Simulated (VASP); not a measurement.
# Si: relaxation of cell and atoms with LDA

The system is Si.

```
Si
1.0
     1.93161    1.11522    5.83373
    -1.93161    1.11522    5.83373
     0.00000   -2.23044    5.83373
Si
4
Direct
  0.92871 0.92871 0.92871
  0.22312 0.22312 0.22312
  0.77688 0.77688 0.77688
  0.07129 0.07129 0.07129
```

- Program: VASP 6.6.1
- Task: relaxation of cell and atoms
- Functional: LDA
- Potentials or basis: VASP PAW LDA potentials, release 64 (Si)
- Cutoff: 600 eV
- k mesh: 12 × 12 × 12
- Occupations: gaussian, width 0.1 eV
- Spin: no spin polarisation
- Dipole correction: no
- Further INCAR settings: ALGO = Normal; EDIFF = 1e-06; IBRION = 2; EDIFFG = -0.01; NSW = 80; ISIF = 3

```yaml
Relaxed_volume: 18.92 Å³/atom
Relaxed_cell: a = 6.191 Å, b = 6.191 Å, c = 6.191 Å, α = 36.64°, β = 36.64°, γ = 36.64°
Space_group_after_relaxing_to_0.1_Å: R-3m (No. 166)
Energy_gained_by_relaxing: 0.6 meV/atom
Ionic_steps: 10
Pressure_after_relaxing: 0.0 GPa
Largest_force_after_relaxing: 0.008 eV/Å
Band_gap_on_the_k_mesh: zero (bands 8 and 9 overlap by 2.01 eV)
```

Forces in eV/Å, atoms in the order of the input:
```
Si   0.000  0.000 -0.005
Si   0.000  0.000  0.008
Si   0.000  0.000 -0.008
Si   0.000  0.000  0.005
```

The path:
```
step  energy change (eV)  largest force (eV/Å)  pressure (GPa)  volume (Å³)
   1              0.0000                0.0342            0.25        75.40
   2             -0.0006                0.0321           -0.18        75.73
   3             -0.0006                0.0219           -0.11        75.68
   4             -0.0008                0.0341           -0.04        75.61
   5             -0.0011                0.0613            0.12        75.45
   6             -0.0012                0.0594            0.12        75.45
   7             -0.0016                0.0533            0.13        75.47
   8             -0.0021                0.0341            0.14        75.49
   9             -0.0024                0.0146            0.02        75.63
  10             -0.0025                0.0077           -0.03        75.69
```

Final structure:
```yaml
crystal:
  lattice:
    - [1.94614, 1.12360, 5.76882]
    - [-1.94614, 1.12360, 5.76882]
    - [0.00000, -2.24721, 5.76882]
  atoms:
    - { symbol: Si, position: [0.92784, 0.92784, 0.92784] }
    - { symbol: Si, position: [0.22387, 0.22387, 0.22387] }
    - { symbol: Si, position: [0.77613, 0.77613, 0.77613] }
    - { symbol: Si, position: [0.07216, 0.07216, 0.07216] }
```

Levels at points of the mesh, in eV from the Fermi level:
```tsv
k point	band 4	band 5	band 6	band 7	band 8	band 9	band 10	band 11	band 12
(0.00, 0.00, 0.00)	-2.04	-2.04	-0.94	-0.94	-0.94	0.57	1.93	1.93	3.60
(0.50, 0.00, 0.00)	-6.87	-4.02	-3.40	-2.39	-1.72	0.09	0.67	3.42	4.46
(0.50, 0.50, 0.00)	-6.50	-3.84	-2.83	-1.72	-1.41	-0.85	2.06	2.11	3.16
(0.50, 0.50, 0.50)	-3.04	-2.35	-2.35	-1.01	-0.25	-0.25	1.89	1.89	3.06
```

Run time: 22 min on 1 thread of Intel Xeon 8259CL, on a shared host, peak memory 0.37 GiB.
